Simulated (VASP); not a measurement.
Input of a VASP 6.6.1 run:

File INCAR:

```
PREC = Accurate
ENCUT = 600
EDIFF = 1E-6
ISMEAR = 0
SIGMA = 0.01
LREAL = F
LASPH = T
NELM = 120
ALGO = Normal
ISIF = 2
LWAVE = F
LCHARG = F
GGA = PE
NBANDS = 11
GGA_COMPAT = F
```

Contents of KPOINTS:

```
regular mesh
0
Gamma
  2 2 2
```

POSCAR

```
BN
1.0
    0.0000000000      1.8080000000      1.8080000000
    1.8080000000      0.0000000000      1.8080000000
    1.8080000000      1.8080000000      0.0000000000
B N
1 1
Direct
    0.0000000000      0.0000000000      0.0000000000
    0.2500000000      0.2500000000      0.2500000000
```

Potentials or basis: VASP PAW PBE potentials, release 64 (B, N).

The run is started by

```console
$ cat potpaw_PBE.64/B/POTCAR potpaw_PBE.64/N/POTCAR > POTCAR
$ mpirun -np 1 vasp_std > vasp.out
```

(1) Estimate the pressure.

(2) Estimate the band gap on the k mesh.

Results:

(1) 25.9 GPa.

(2) 4.09 eV, indirect (least direct gap 8.39 eV).

Caveat: the k points lie up to 1.50 Å⁻¹ apart.
